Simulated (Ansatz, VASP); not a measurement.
**Two plane-wave programs on In**

```
CELL_PARAMETERS angstrom
-1.92959 1.92959 1.88253
1.92959 -1.92959 1.88253
1.83546 1.83546 -1.88253
ATOMIC_POSITIONS crystal
In 0.00000 0.00000 0.00000
```

Change from the starting cell: strain -0.0500 x Voigt [0, 0, 0, 0, 0, 1], atoms carried along.

Alike in both runs: task single point; functional PBE; k mesh 18 × 18 × 18; occupations gaussian, width 0.15 eV; no spin polarisation.

```csv
,VASP,Ansatz
version,VASP 6.6.1,Ansatz 0.2.0
potentials or method,"VASP PAW PBE potentials, release 64 (In_d), cutoff 520 eV","scalar-relativistic, plane waves, PAW"
valence electrons in the cell,13,13
```

|  | VASP | Ansatz | Ansatz less VASP |
| --- | --- | --- | --- |
| gap on the k mesh at the Fermi level (eV) | none | none | - |
| pressure (GPa) | 1.5 | 1.6 | +0.09 |
| traceless stress, the component that is largest in VASP (GPa) | 0.63 | 0.62 | -0.008 |

A gap of «none» marks a metal or a gap that the smearing closes.
